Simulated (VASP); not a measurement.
# ZrH (P4_2/mmc) in VASP: notebook, part 2 of 2

VASP 6.6.1. The steps go on from the part before.

## 3. Single point, PBEsol (biaxial strain in the a-b plane: +1.0 %, then relaxed in part)

Input file INCAR:

```
SYSTEM = ZrH
  ALGO = Fast
  EDIFF = 1E-6
  ENCUT = 520
  GGA = PS
  ISIF = 2
  ISMEAR = 0
  LASPH = .True.
  LCHARG = .True.
  LELF = .True.
  LREAL = .False.
  LVHAR = .True.
  LWAVE = .False.
  NBANDS = 21
  NELM = 60
  PREC = Accurate
  SIGMA = 0.1
```

Input file KPOINTS:

```
k-points
0
Gamma
  16 16 10
  0 0 0
```

Input file POSCAR:

```
ZrH
1.0
    3.2221790886      0.0000000000      0.0000000000
    0.0000000000      3.2221790886      0.0000000000
    0.0000000000      0.0000000000      4.9403165156
Zr H
2 2
Direct
    0.0000000000      0.5000000000      0.0000000000
    0.5000000000      0.0000000000      0.5000000000
    0.0000000000      0.0000000000      0.7500000000
    0.0000000000      0.0000000000      0.2500000000
```

Potentials or basis: VASP PAW PBE potentials, release 64 (Zr_sv, H).

The run is started by

```bash
$ cat potpaw_PBE.64/Zr_sv/POTCAR potpaw_PBE.64/H/POTCAR > POTCAR
$ mpirun -np 1 vasp_std > vasp.out
```

OUTCAR:

```text
SYSTEM = ZrH
   EDIFF = 1E-6
   ENCUT = 520
   GGA = PS
   ISIF = 2
   ISMEAR = 0
   LASPH = .True.
   LREAL = .False.
   NELM = 60
   PREC = Accurate

 ion  position               nearest neighbor table
   1  0.000  0.500  0.000-   3 2.03   4 2.03   3 2.03   4 2.03   2 3.36   2 3.36   2 3.36   2 3.36
                             2 3.36   2 3.36   2 3.36   2 3.36
   2  0.500  0.000  0.500-   3 2.03   4 2.03   3 2.03   4 2.03   1 3.36   1 3.36   1 3.36   1 3.36
                             1 3.36   1 3.36   1 3.36   1 3.36
   3  0.000  0.000  0.750-   1 2.03   2 2.03   1 2.03   2 2.03
   4  0.000  0.000  0.250-   1 2.03   2 2.03   1 2.03   2 2.03

  LATTYP: Found a simple tetragonal cell.
 ALAT       =     3.2221790886
 C/A-ratio  =     1.5332222014

  Lattice vectors:

 A1 = (   3.2221790886,   0.0000000000,   0.0000000000)
 A2 = (   0.0000000000,   3.2221790886,   0.0000000000)
 A3 = (   0.0000000000,   0.0000000000,   4.9403165156)

Analysis of symmetry for initial positions (statically):
=====================================================================
 Subroutine PRICEL returns:
 Original cell was already a primitive cell.

 Routine SETGRP: Setting up the symmetry group for a
 simple tetragonal supercell.

 Subroutine GETGRP returns: Found 16 space group operations
 (whereof  8 operations were pure point group operations)
 out of a pool of 16 trial point group operations.

The static configuration has the point symmetry D_2h.
 The point group associated with its full space group is D_4h.

Analysis of symmetry for dynamics (positions and initial velocities):
=====================================================================
 Subroutine PRICEL returns:
 Original cell was already a primitive cell.

 Routine SETGRP: Setting up the symmetry group for a
 simple tetragonal supercell.

 Subroutine GETGRP returns: Found 16 space group operations
 (whereof  8 operations were pure point group operations)
 out of a pool of 16 trial point group operations.

The dynamic configuration has the point symmetry D_2h.
 The point group associated with its full space group is D_4h.

 Subroutine INISYM returns: Found 16 space group operations
 (whereof  8 operations are pure point group operations),
 and found     1 'primitive' translations

----------------------------------------------------------------------------------------

                                     Primitive cell

  volume of cell :      51.2925

  direct lattice vectors                    reciprocal lattice vectors
     3.222179089  0.000000000  0.000000000     0.310348982  0.000000000  0.000000000
     0.000000000  3.222179089  0.000000000     0.000000000  0.310348982  0.000000000
     0.000000000  0.000000000  4.940316516     0.000000000  0.000000000  0.202416181

  length of vectors
     3.222179089  3.222179089  4.940316516     0.310348982  0.310348982  0.202416181

  position of ions in fractional coordinates (direct lattice)
     0.000000000  0.500000000  0.000000000
     0.500000000  0.000000000  0.500000000
     0.000000000  0.000000000  0.750000000
     0.000000000  0.000000000  0.250000000

  ion indices of the primitive-cell ions
   primitive index   ion index
                 1           1
                 2           2
                 3           3
[... 29 lines left out ...]
            Coordinates               Weight
  0.000000  0.000000  0.000000      1.000000
  0.062500  0.000000  0.000000      4.000000
  0.125000  0.000000  0.000000      4.000000
  0.187500  0.000000  0.000000      4.000000
  0.250000  0.000000  0.000000      4.000000
  0.312500  0.000000  0.000000      4.000000
[... 16 lines left out ...]
  0.437500  0.125000  0.000000      8.000000
  0.500000  0.125000  0.000000      4.000000
 [... further k-points ...]
   k-points           NKPTS =    270   k-points in BZ     NKDIM =    270   number of bands    NBANDS=     21
   number of dos      NEDOS =    301   number of ions     NIONS =      4
   total plane-waves  NPLWV =  23040
   dimension x,y,z NGX =    24 NGY =   24 NGZ =   40
   dimension x,y,z NGXF=    48 NGYF=   48 NGZF=   80
   ions per type =               2   2
   NGX,Y,Z   is equivalent  to a cutoff of  12.38, 12.38, 13.46 a.u.
   NGXF,Y,Z  is equivalent  to a cutoff of  24.77, 24.77, 26.92 a.u.
 SYSTEM =  ZrH
   PREC   = accura    normal or accurate (medium, high low for compatibility)
   ISTART =      0    job   : 0-new  1-cont  2-samecut
   ICHARG =      2    charge: 1-file 2-atom 10-const
   ISPIN  =      1    spin polarized calculation?
   LNONCOLLINEAR =      F non collinear calculations
   LSORBIT =      F    spin-orbit coupling
   LASPH  =      T    aspherical Exc in radial PAW
   ENCUT  =  520.0 eV  38.22 Ry    6.18 a.u.   5.99  5.99  9.19*2*pi/ulx,y,z
   NELM   =     60;   NELMIN=  2; NELMDL= -5     # of ELM steps
   EDIFF  = 0.1E-05   stopping-criterion for ELM
   LREAL  =      F    real-space projection
   EDIFFG = 0.1E-04   stopping-criterion for IOM
   NSW    =      0    number of steps for IOM
   IBRION =     -1    ionic relax: 0-MD 1-quasi-New 2-CG
   NFREE  =      0    steps in history (QN), initial steepest desc. (CG)
   ISIF   =      2    stress and relaxation
   ISYM   =      2    0-nonsym 1-usesym 2-fastsym
   POTIM  = 0.5000    time-step for ionic-motion
   TEBEG  =    0.0;   TEEND  =   0.0 temperature during run
   PSTRESS=    0.0 pullay stress
   NELECT =      26.0000    total number of electrons
   NUPDOWN=      -1.0000    fix difference up-down
   EMIN   =  10.00;   EMAX   =-10.00  energy-range for DOS
   EFERMI =   0.00;   METHOD = LEGACY
   ISMEAR =     0;   SIGMA  =   0.10  broadening in eV -4-tet -1-fermi 0-gaus
   EFERMI_NEDOS =   21; number of points for ismear=-14 and -15
   IALGO  =     68    algorithm
   IMIX   =      4    mixing-type and parameters
     AMIX     =   0.40;   BMIX     =  1.00
     AMIX_MAG =   1.60;   BMIX_MAG =  1.00
  volume/ion in A,a.u.               =      12.82        86.53
  Fermi-wavevector in a.u.,A,eV,Ry     =   1.305313  2.466683 23.182168  1.703841
  Thomas-Fermi vector in A             =   2.436190
   LORBIT       =      0    0 simple, 1 ext, 2 COOP (PROOUT), +10 PAW based schemes
   GGA     = PS    functional components
   LHFCALC =     F    Hartree Fock is set to
   AEXX    =    0.0000 exact exchange contribution
   IVDW    =     0    specifies the selected vdW correction
   LEPSILON=     F    determine dielectric tensor
   LRPA    =     F    only Hartree local field effects (RPA)
 non-spin polarized calculation
 RMM-DIIS sequential band-by-band and
 Gauss-broadening in eV      SIGMA  =   0.10
  energy-cutoff  :      520.00
  volume of cell :       51.29
 maximum number of plane-waves:      1404
 NGX is ok and might be reduce to    24
   NGX = 11   NGY = 11   NGZ = 19

 number of electron      25.9999998 magnetization

 Free energy of the ion-electron system (eV)
  ---------------------------------------------------
  ext. energy  EPLUGINS =         0.00000000
  ---------------------------------------------------
  free energy    TOTEN  =       -26.66033365 eV

  energy without entropy =      -26.65058445  energy(sigma->0) =      -26.65545905

 E-fermi :   8.2610     XC(G=0): -11.2265

 val. band max:        8.2598201927   @ k =   0.0000   0.0000   0.5000
 cond. band min:       8.2613556919   @ k =   0.4375   0.0000   0.1000
 fundamental gap:      0.0015354992
 Fermi energy:         8.2610192690

 k-point     1 :       0.0000    0.0000    0.0000
  band No.  band energies     occupation
      1     -40.5222      2.00000
      2     -40.4083      2.00000
      3     -18.9454      2.00000
      4     -18.4128      2.00000
      5     -18.4128      2.00000
      6     -18.2087      2.00000
[... 565 lines left out ...]
     20      13.9557      0.00000
     21      16.2487      0.00000

 [... further k-points ...]

------------------------ aborting loop because EDIFF is reached ----------------------------------------

  FORCE on cell =-STRESS in cart. coord.  units (eV):
  Direction    XX          YY          ZZ          XY          YZ          ZX
  --------------------------------------------------------------------------------------
  -------------------------------------------------------------------------------------
  Total       -0.4431729     -0.4431729      0.0111428      0.0000000      0.0000000      0.0000000
  in kB      -13.8429827    -13.8429827      0.3480570      0.0000000      0.0000000      0.0000000
  external PRESSURE =      -9.1126361 kB  Pullay stress =       0.0000000 kB

 VOLUME and BASIS-vectors are now :
 -----------------------------------------------------------------------------
  energy-cutoff  :      520.00
  volume of cell :       51.29
      direct lattice vectors                 reciprocal lattice vectors
     3.222179089  0.000000000  0.000000000     0.310348982  0.000000000  0.000000000
     0.000000000  3.222179089  0.000000000     0.000000000  0.310348982  0.000000000
     0.000000000  0.000000000  4.940316516     0.000000000  0.000000000  0.202416181

 POSITION                                       TOTAL-FORCE (eV/Angst)
 -----------------------------------------------------------------------------------
      0.00000      1.61109      0.00000         0.000000      0.000000      0.000000
      1.61109      0.00000      2.47016         0.000000      0.000000      0.000000
      0.00000      0.00000      3.70524        -0.000000     -0.000000      0.000000
      0.00000      0.00000      1.23508         0.000000      0.000000      0.000000
 -----------------------------------------------------------------------------------
    total drift:                                0.000000      0.000000     -0.000000

  FREE ENERGIE OF THE ION-ELECTRON SYSTEM (eV)
  ---------------------------------------------------
  free  energy   TOTEN  =       -26.6603336498 eV

  energy  without entropy=      -26.6505844470  energy(sigma->0) =      -26.65545905
```

stdout:

```text
POSCAR found type information on POSCAR ZrH
 POSCAR found :  2 types and       4 ions
 scaLAPACK will be used
 -----------------------------------------------------------------------------
|                                                                             |
|                                                                             |
|     You enforced a specific xc type in the INCAR file but a different       |
[... 21 lines left out ...]
WARNING in EDDRMM: call to ZHEGV failed, returncode =   6  3     11
WARNING in EDDRMM: call to ZHEGV failed, returncode =   6  3      5
WARNING in EDDRMM: call to ZHEGV failed, returncode =   6  3      9
WARNING in EDDRMM: call to ZHEGV failed, returncode =   6  3      9
WARNING in EDDRMM: call to ZHEGV failed, returncode =   6  3      3
WARNING in EDDRMM: call to ZHEGV failed, returncode =   6  3     11
WARNING in EDDRMM: call to ZHEGV failed, returncode =   6  3     17
```

Run time: 10 min. Hardware: 1 thread of Oxide Virtual Turin-like, shared host; peak memory 0.32 GiB.

What came out:

```yaml
Free_energy: -26.6603 eV
Pressure: -0.9 GPa
Band_gap_on_the_k_mesh: zero (bands 13 and 14 overlap by 1.00 eV)
```

Stress tensor (GPa, compression positive):
```
-1.38  0.00  0.00
 0.00 -1.38  0.00
 0.00  0.00  0.03
```

Caveat: the cell differs from its parent crystal (biaxial strain in the a-b plane: +1.0 %, then relaxed in part); the PAW data sets were made with another functional, which shifts forces and pressure a little.

## 4. Single point, PBEsol (biaxial strain in the a-b plane: +1.0 %)

Input file INCAR:

```
SYSTEM = ZrH
  PREC = Accurate
  ENCUT = 520
  EDIFF = 1E-6
  ISMEAR = 0
  SIGMA = 0.1
  LREAL = .False.
  LASPH = .True.
  NELM = 80
  ALGO = Fast
  ISIF = 2
  LWAVE = .False.
  LCHARG = .False.
  GGA = PS
  NBANDS = 21
```

Input file KPOINTS:

```
regular mesh
0
Gamma
  16 16 10
  0 0 0
```

Changes to POSCAR since step 3:

```diff
@@ -4,3 +4,3 @@
     0.0000000000      3.2221790886      0.0000000000
-    0.0000000000      0.0000000000      4.9403165156
+    0.0000000000      0.0000000000      4.9605642392
 Zr H
```

Potentials or basis: VASP PAW PBE potentials, release 64 (Zr_sv, H).

The run is started by

```bash
$ cat potpaw_PBE.64/Zr_sv/POTCAR potpaw_PBE.64/H/POTCAR > POTCAR
$ mpirun -np 1 vasp_std > vasp.out
```

OUTCAR:

```text
SYSTEM = ZrH
   PREC = Accurate
   ENCUT = 520
   EDIFF = 1E-6
   ISMEAR = 0
   LREAL = .False.
   LASPH = .True.
   NELM = 80
   ISIF = 2
   GGA = PS

 ion  position               nearest neighbor table
   1  0.000  0.500  0.000-   3 2.03   4 2.03   3 2.03   4 2.03   2 3.37   2 3.37   2 3.37   2 3.37
                             2 3.37   2 3.37   2 3.37   2 3.37
   2  0.500  0.000  0.500-   3 2.03   4 2.03   3 2.03   4 2.03   1 3.37   1 3.37   1 3.37   1 3.37
                             1 3.37   1 3.37   1 3.37   1 3.37
   3  0.000  0.000  0.750-   1 2.03   2 2.03   1 2.03   2 2.03
   4  0.000  0.000  0.250-   1 2.03   2 2.03   1 2.03   2 2.03

[... 782 lines left out ...]
  -------------------------------------------------------------------------------------
  Total       -0.5739005     -0.5739005     -0.2310894      0.0000000      0.0000000      0.0000000
  in kB      -17.8532297    -17.8532297     -7.1888630      0.0000000      0.0000000      0.0000000
  external PRESSURE =     -14.2984408 kB  Pullay stress =       0.0000000 kB

 VOLUME and BASIS-vectors are now :
 -----------------------------------------------------------------------------
  energy-cutoff  :      520.00
  volume of cell :       51.50
      direct lattice vectors                 reciprocal lattice vectors
     3.222179089  0.000000000  0.000000000     0.310348982  0.000000000  0.000000000
     0.000000000  3.222179089  0.000000000     0.000000000  0.310348982  0.000000000
     0.000000000  0.000000000  4.960564239     0.000000000  0.000000000  0.201589971

 POSITION                                       TOTAL-FORCE (eV/Angst)
 -----------------------------------------------------------------------------------
      0.00000      1.61109      0.00000         0.000000      0.000000      0.000000
      1.61109      0.00000      2.48028         0.000000      0.000000      0.000000
      0.00000      0.00000      3.72042         0.000000      0.000000     -0.000000
      0.00000      0.00000      1.24014        -0.000000     -0.000000      0.000000
 -----------------------------------------------------------------------------------
    total drift:                                0.000000      0.000000     -0.000000

  FREE ENERGIE OF THE ION-ELECTRON SYSTEM (eV)
  ---------------------------------------------------
  free  energy   TOTEN  =       -26.6600907652 eV

  energy  without entropy=      -26.6503908169  energy(sigma->0) =      -26.65524079
```

It took 6.8 min on 1 thread of Oxide Virtual Turin-like, shared host; peak memory 0.32 GiB.

What came out:

```
Free energy            : -26.6601 eV
Pressure               : -1.4 GPa
Band gap on the k mesh : zero (bands 13 and 14 overlap by 1.00 eV)
```

Stress tensor (GPa, compression positive):
```
-1.79  0.00  0.00
 0.00 -1.79  0.00
 0.00  0.00 -0.72
```

Caveat: the cell differs from its parent crystal (biaxial strain in the a-b plane: +1.0 %); the PAW data sets were made with another functional, which shifts forces and pressure a little.

## 5. The runs side by side

| cell | gap on the mesh (eV) | pressure (GPa) |
| --- | --- | --- |
| a = 3.190, b = 3.190, c = 4.991 Å, 4 atoms | none | 0.1 |
| a = 3.222, b = 3.222, c = 4.940 Å, 4 atoms | none | -0.9 |
| a = 3.222, b = 3.222, c = 4.961 Å, 4 atoms | none | -1.4 |

Alike in all rows: task single point; level PBEsol; potentials or basis VASP PAW PBE potentials, release 64 (Zr_sv, H); no spin polarisation; k mesh 16 × 16 × 10; cutoff (eV) 520; smearing gaussian 0.1 eV.

Caveats: the PAW data sets were made with another functional, which shifts forces and pressure a little.

Total energies depend on the potentials used, so only differences within one code and one set of settings carry meaning.
